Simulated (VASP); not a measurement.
Here is a VASP 6.6.1 calculation.

The input INCAR:

```
SYSTEM = Ta
PREC = Accurate ; ENCUT = 520
EDIFF = 1E-6 ; ISMEAR = -1
SIGMA = 0.5 ; LREAL = Auto
LASPH = .True. ; NELM = 80
ALGO = Normal ; ISIF = 2
LWAVE = .False. ; LCHARG = .False.
GGA = PE ; NBANDS = 102
```

KPOINTS

```
regular mesh
0
Gamma
  3 3 3
  0 0 0
```

The input POSCAR:

```
Ta
1.0
    6.6850385859      0.0000000000      0.0000000000
    0.0000000000      6.6850385859      0.0000000000
    0.0000000000      0.0000000000      6.6850385859
Ta
16
Direct
    0.0000000000      0.0000000000      0.0000000000
    0.2500000000      0.2500000000      0.2500000000
    0.0000000000      0.0000000000      0.5000000000
    0.2500000000      0.2500000000      0.7500000000
    0.0000000000      0.5000000000      0.0000000000
    0.2500000000      0.7500000000      0.2500000000
    0.0000000000      0.5000000000      0.5000000000
    0.2500000000      0.7500000000      0.7500000000
    0.5000000000      0.0000000000      0.0000000000
    0.7500000000      0.2500000000      0.2500000000
    0.5000000000      0.0000000000      0.5000000000
    0.7500000000      0.2500000000      0.7500000000
    0.5000000000      0.5000000000      0.0000000000
    0.7500000000      0.7500000000      0.2500000000
    0.5000000000      0.5000000000      0.5000000000
    0.7500000000      0.7500000000      0.7500000000
```

Potentials or basis: VASP PAW PBE potentials, release 64 (Ta_pv).

Launch:

```bash
$ cat potpaw_PBE.64/Ta_pv/POTCAR > POTCAR
$ mpirun -np 1 vasp_std > vasp.out
```

Problem. Estimate the band gap on the k mesh.

Solution. Zero (band 88 reaches 6.44 eV, above the bottom of band 89 at 4.73 eV).

Problem. Estimate the pressure.

Solution. 0.0 GPa.

Caveat: spin-orbit coupling is left out, which moves the levels of the heavy elements.
